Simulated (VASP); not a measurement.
# GaN (Fm-3m) in VASP: G0W0 quasiparticle levels with PBE

Aim: the G0W0 quasiparticle levels of GaN with PBE.

Everything below comes from runs of VASP 6.6.1. Logs are shortened: lines on timing, memory, paths and dates and some standing lists are left out, and cuts for length are marked.

## Step 1: The cell of the first run

The structure is cubic, space group Fm-3m (No. 225). Conventional cell: a = 4.217 Å, b = 4.217 Å, c = 4.217 Å, α = 90.00°, β = 90.00°, γ = 90.00°. Within 2.8 Å of Ga (site symmetry m-3m) lie 6 N at 2.11 Å. N (site symmetry m-3m) has 6 Ga at 2.11 Å within 2.8 Å.

## Step 2: G0W0 quasiparticle levels, PBE

POSCAR reads:

```
GaN
1.0
    0.0000000000      2.1085153689      2.1085153689
    2.1085153689      0.0000000000      2.1085153689
    2.1085153689      2.1085153689      0.0000000000
Ga N
1 1
Direct
    0.5000000000      0.5000000000      0.5000000000
    0.0000000000      0.0000000000      0.0000000000
```

INCAR.step1 reads:

```
ALGO = Normal
EDIFF = 1E-8
ENCUT = 500
GGA = PE
ISMEAR = 0
LASPH = T
LCHARG = F
LREAL = F
LWAVE = T
NELM = 100
PREC = Accurate
SIGMA = 0.01
```

INCAR.step2 reads:

```
ALGO = Exact
EDIFF = 1E-8
ENCUT = 500
GGA = PE
ISMEAR = 0
ISTART = 1
LASPH = T
LCHARG = F
LOPTICS = T
LREAL = F
LWAVE = T
NBANDS = 39
NELM = 1
PREC = Accurate
SIGMA = 0.01
```

INCAR.step3 reads:

```
ALGO = EVGW0
EDIFF = 1E-8
ENCUT = 500
ENCUTGW = 60.0
GGA = PE
ISMEAR = 0
ISTART = 1
LASPH = T
LCHARG = F
LREAL = F
LWAVE = F
NBANDS = 39
NBANDSGW = 17
NELMGW = 1
NOMEGA = 48
PREC = Accurate
PRECFOCK = Fast
SIGMA = 0.01
```

KPOINTS reads:

```
k-points
0
Gamma
  4 4 4
```

Potentials or basis: VASP PAW PBE potentials, release 64 (Ga_d_GW, N_GW).

Run with:

```console
cat potpaw_PBE.64/Ga_d_GW/POTCAR potpaw_PBE.64/N_GW/POTCAR > POTCAR
cp INCAR.step1 INCAR
mpirun -np 1 vasp_std > vasp.out
cp INCAR.step2 INCAR
mpirun -np 1 vasp_std > vasp.out
cp INCAR.step3 INCAR
mpirun -np 1 vasp_std > vasp.out
```

OUTCAR:

```text
EDIFF = 1E-8
   ENCUT = 500
   ENCUTGW = 60.0
   GGA = PE
   ISMEAR = 0
   ISTART = 1
   LASPH = T
   LREAL = F
   NELMGW = 1
   PREC = Accurate
   PRECFOCK = Fast

 ion  position               nearest neighbor table
   1  0.500  0.500  0.500-   2 2.11   2 2.11   2 2.11   2 2.11   2 2.11   2 2.11
   2  0.000  0.000  0.000-   1 2.11   1 2.11   1 2.11   1 2.11   1 2.11   1 2.11

  LATTYP: Found a face centered cubic cell.
 ALAT       =     4.2170307378

  Lattice vectors:

 A1 = (   0.0000000000,   2.1085153689,   2.1085153689)
 A2 = (   2.1085153689,   0.0000000000,   2.1085153689)
 A3 = (   2.1085153689,   2.1085153689,   0.0000000000)

Analysis of symmetry for initial positions (statically):
=====================================================================
 Subroutine PRICEL returns:
 Original cell was already a primitive cell.

 Routine SETGRP: Setting up the symmetry group for a
 face centered cubic supercell.

 Subroutine GETGRP returns: Found 48 space group operations
 (whereof 48 operations were pure point group operations)
 out of a pool of 48 trial point group operations.

The static configuration has the point symmetry O_h .

Analysis of symmetry for dynamics (positions and initial velocities):
=====================================================================
 Subroutine PRICEL returns:
 Original cell was already a primitive cell.

 Routine SETGRP: Setting up the symmetry group for a
 face centered cubic supercell.

 Subroutine GETGRP returns: Found 48 space group operations
 (whereof 48 operations were pure point group operations)
 out of a pool of 48 trial point group operations.

The dynamic configuration has the point symmetry O_h .

 Subroutine INISYM returns: Found 48 space group operations
 (whereof 48 operations are pure point group operations),
 and found     1 'primitive' translations

----------------------------------------------------------------------------------------

                                     Primitive cell

  volume of cell :      18.7482

[... 44 lines left out ...]
            Coordinates               Weight
  0.000000  0.000000  0.000000      1.000000
  0.250000  0.000000  0.000000      8.000000
  0.500000  0.000000  0.000000      4.000000
  0.250000  0.250000  0.000000      6.000000
  0.500000  0.250000  0.000000     24.000000
 -0.250000  0.250000  0.000000     12.000000
  0.500000  0.500000  0.000000      3.000000
 -0.250000  0.500000  0.250000      6.000000
   k-points           NKPTS =      8   k-points in BZ     NKDIM =     64   number of bands    NBANDS=     39
   number of dos      NEDOS =    301   number of ions     NIONS =      2
   total plane-waves  NPLWV =  13824
   dimension x,y,z NGX =    24 NGY =   24 NGZ =   24
   dimension x,y,z NGXF=    48 NGYF=   48 NGZF=   48
   ions per type =               1   1
   NGX,Y,Z   is equivalent  to a cutoff of  13.38, 13.38, 13.38 a.u.
   NGXF,Y,Z  is equivalent  to a cutoff of  26.76, 26.76, 26.76 a.u.
 SYSTEM =  unknown system
   PREC   = accura    normal or accurate (medium, high low for compatibility)
   ISTART =      1    job   : 0-new  1-cont  2-samecut
   ICHARG =      0    charge: 1-file 2-atom 10-const
   ISPIN  =      1    spin polarized calculation?
   LNONCOLLINEAR =      F non collinear calculations
   LSORBIT =      F    spin-orbit coupling
   LASPH  =      T    aspherical Exc in radial PAW
   ENCUT  =  500.0 eV  36.75 Ry    6.06 a.u.   5.44  5.44  5.44*2*pi/ulx,y,z
   NELM   =     60;   NELMIN=  2; NELMDL=  0     # of ELM steps
   EDIFF  = 0.1E-07   stopping-criterion for ELM
   LREAL  =      F    real-space projection
   EDIFFG = 0.1E-06   stopping-criterion for IOM
   NSW    =      0    number of steps for IOM
   IBRION =     -1    ionic relax: 0-MD 1-quasi-New 2-CG
   NFREE  =      0    steps in history (QN), initial steepest desc. (CG)
   ISIF   =      0    stress and relaxation
   ISYM   =      3    0-nonsym 1-usesym 2-fastsym
   POTIM  = 0.5000    time-step for ionic-motion
   TEBEG  =    0.0;   TEEND  =   0.0 temperature during run
   PSTRESS=    0.0 pullay stress
   NELECT =      18.0000    total number of electrons
   NUPDOWN=      -1.0000    fix difference up-down
   EMIN   =  10.00;   EMAX   =-10.00  energy-range for DOS
   EFERMI =   0.00;   METHOD = LEGACY
   ISMEAR =     0;   SIGMA  =   0.01  broadening in eV -4-tet -1-fermi 0-gaus
   EFERMI_NEDOS =   21; number of points for ismear=-14 and -15
   IALGO  =     38    algorithm
   IMIX   =      4    mixing-type and parameters
     AMIX     =   0.40;   BMIX     =  1.00
     AMIX_MAG =   1.60;   BMIX_MAG =  1.00
  volume/ion in A,a.u.               =       9.37        63.26
  Fermi-wavevector in a.u.,A,eV,Ry     =   1.615024  3.051952 35.488097  2.608302
  Thomas-Fermi vector in A             =   2.709838
   LORBIT       =      0    0 simple, 1 ext, 2 COOP (PROOUT), +10 PAW based schemes
   GGA     = PE    functional components
   LHFCALC =     T    Hartree Fock is set to
   PRECFOCK=fast      Normal, Fast or Accurate (Low or Medium for compatibility)
   ENCUT4O =  -1.0   cutoff for four orbital integrals eV
   NKREDX  =     1    reduce k-point grid by
   NKREDY  =     1    reduce k-point grid by
   NKREDZ  =     1    reduce k-point grid by
   AEXX    =    1.0000 exact exchange contribution
   HFSCREEN=    0.0000 screening length (either q_TF or 0.3 A-1)
   HFSCREENC=   0.0000 screening length for correlation (either q_TF or 0.3 A-1)
   ENCUTFOCK=  -1.0 apply spherical cutoff to Coloumb kernel
   IVDW    =     0    specifies the selected vdW correction
   LEPSILON=     F    determine dielectric tensor
   LRPA    =     F    only Hartree local field effects (RPA)
   LRPAFORCE           =     F    calculate RPA forces
   ENCUTGW             =  60.0    cutoff for response function in eV
   ENCUTGWSOFT         =  48.0    soft cutoff for Coulomb kernel in GW response function in eV
   ENCUTLF             =  -1.0    cutoff for local field effects
   NELMGW              =     1    number of iterations in solving QP/BSE equation
   NELMHF              =     1    number of iterations in the inner HF iteration
   NKREDLFX            =     1    NKREDLFY  =   1   NKREDLFZ  =   1
 non-spin polarized calculation
 Gauss-broadening in eV      SIGMA  =   0.01
  energy-cutoff  :      500.00
  volume of cell :       18.75
 maximum number of plane-waves:       531
 NGX is ok and might be reduce to    24
  NGX = 12; NGY = 12; NGZ = 12
   NGX = 11   NGY = 11   NGZ = 11
 maximum number of plane-waves:        22
 NGX is ok and might be reduce to    10

 QP shifts <psi_nk| G(iteration)W_0 |psi_nk>: iteration 1
 for sc-GW calculations column KS-energies equals QP-energies in previous step
 and V_xc(KS)=  KS-energies - (<T + V_ion + V_H > + <T+V_H+V_ion>^1  + <V_x>^1)

 k-point   1 :       0.0000    0.0000    0.0000
  band No.  KS-energies  QP-energies   sigma(KS)   V_xc(KS)     V^pw_x(r,r')   Z            occupation Imag(sigma)

      1      -9.5544     -10.3342     -15.6132     -14.5245     -24.3765       0.7163       2.0000       1.4123
      2      -6.3393     -10.1942     -26.8759     -21.6467     -34.9668       0.7372       2.0000       0.2456
      3      -6.3393     -10.1942     -26.8759     -21.6467     -34.9668       0.7372       2.0000       0.2456
      4      -6.3393     -10.1942     -26.8759     -21.6467     -34.9668       0.7372       2.0000       0.2456
      5      -6.2413     -10.2264     -27.2432     -21.8506     -35.4549       0.7390       2.0000       0.2995
      6      -6.2413     -10.2264     -27.2432     -21.8506     -35.4549       0.7390       2.0000       0.2995
[... 143 lines left out ...]
      3      -6.3318     -10.1504     -26.7254     -21.5467     -34.8067       0.7374       2.0000       0.2559
      4      -6.3150     -10.1996     -26.9824     -21.7032     -35.2414       0.7358       2.0000       0.3209
      5      -6.0538      -9.9798     -27.2882     -21.9805     -35.3906       0.7397       2.0000       0.2398
      6      -3.4507      -5.4770     -22.5646     -19.8340     -30.3625       0.7420       2.0000       0.5555
[... 9 lines left out ...]
     16      35.0817      36.5550     -12.6750     -14.4328      -5.9185       0.8381       0.0000      -1.4759
     17      37.5524      39.2556     -12.2359     -14.2965      -4.6380       0.8266       0.0000      -1.8820
```

OUTCAR.step1:

```text
EDIFF = 1E-8
   ENCUT = 500
   GGA = PE
   ISMEAR = 0
   LASPH = T
[... 330 lines left out ...]
 -----------------------------------------------------------------------------------
      2.10852      2.10852      2.10852        -0.000000      0.000000     -0.000000
      0.00000      0.00000      0.00000         0.000000     -0.000000      0.000000
 -----------------------------------------------------------------------------------
    total drift:                                0.000000     -0.000000      0.000000

  FREE ENERGIE OF THE ION-ELECTRON SYSTEM (eV)
  ---------------------------------------------------
  free  energy   TOTEN  =       -11.0528747440 eV

  energy  without entropy=      -11.0528747440  energy(sigma->0) =      -11.05287474
```

OUTCAR.step2:

```text
EDIFF = 1E-8
   ENCUT = 500
   GGA = PE
   ISMEAR = 0
[... 729 lines left out ...]
  --------------------------------------------------------------------------------------------------------------
     0.00000    12.60974    12.60974    12.60974     0.00000     0.00000    -0.00000
     1.08025    13.27582    13.27582    13.27582     0.00000     0.00000    -0.00000
     2.16050    16.72335    16.72335    16.72335     0.00000     0.00000    -0.00000
     3.24075    15.44458    15.44458    15.44458     0.00000     0.00000    -0.00000
     4.32100    14.78693    14.78693    14.78693     0.00000     0.00000    -0.00000
     5.40125     1.23082     1.23082     1.23082     0.00000     0.00000     0.00000
[... 92 lines left out ...]
   105.86443     0.91072     0.91072     0.91072    -0.00000    -0.00000     0.00000
   106.94468     0.91294     0.91294     0.91294    -0.00000    -0.00000     0.00000
```

It used 48 s of CPU time on 1 thread of AMD EPYC 7R13 Processor (Zen 3), on a shared host.

What came out:

```yaml
Band_gap_on_the_k_mesh_mean-field_level: 0.72 eV, indirect (least direct gap 2.80 eV)
Quasiparticle_gap: 1.58 eV
Least_direct_quasiparticle_gap: 3.53 eV
```

Caveat: the k points lie up to 0.65 Å⁻¹ apart; bands, screening cutoff and mesh are small and nothing is extrapolated, so the quasiparticle values aren't converged. A k mesh can miss the band edges.
